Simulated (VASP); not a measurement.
A run of VASP 6.6.1 is set up as follows.

The input POSCAR:

```
Ge
1.0
   -2.6131070648      2.6131070648      1.4393350225
    2.6131070648     -2.6131070648      1.4393350225
    2.6131070648      2.6131070648     -1.4393350225
Ge
2
Direct
    0.2500000000      0.7500000000      0.5000000000
    0.5000000000      0.5000000000      0.0000000000
```

INCAR.step1

```
SYSTEM = Ge
PREC = Accurate
ENCUT = 520
ISMEAR = 0
SIGMA = 0.15
LREAL = .False.
LASPH = .True.
NELM = 60
NBANDS = 21
GGA = PE
ALGO = Normal
EDIFF = 1E-4
LWAVE = .True.
LCHARG = .False.
```

Contents of INCAR.step2:

```
SYSTEM = Ge
PREC = Accurate
ENCUT = 520
EDIFF = 1E-6
ISMEAR = 0
SIGMA = 0.15
LREAL = .False.
LASPH = .True.
NELM = 60
ALGO = Normal
ISIF = 2
LWAVE = .False.
LCHARG = .False.
METAGGA = R2SCAN
LMIXTAU = .True.
NBANDS = 21
ISTART = 1
```

The input KPOINTS:

```
Automatic mesh
0
Gamma
  20 20 20
  0 0 0
```

Potentials or basis: VASP PAW PBE potentials, release 64 (Ge_d).

The run is started by

```sh
$ cat potpaw_PBE.64/Ge_d/POTCAR > POTCAR
$ cp INCAR.step1 INCAR
$ mpirun -np 1 vasp_std > vasp.out
$ cp INCAR.step2 INCAR
$ mpirun -np 1 vasp_std > vasp.out
```

Q: Predict the band gap on the k mesh.

A: Zero (bands 14 and 15 overlap by 5.14 eV).

Q: Estimate the pressure.

A: -3.7 GPa.

Stress tensor (GPa, compression positive):
```
-3.85  0.00  0.00
 0.00 -3.85  0.00
 0.00  0.00 -3.25
```

Caveat: the cell differs from its parent crystal (strain +0.015 along x and y, +0.030 along z); the cell stands under tension; the PAW data sets were made with another functional, which shifts forces and pressure a little.
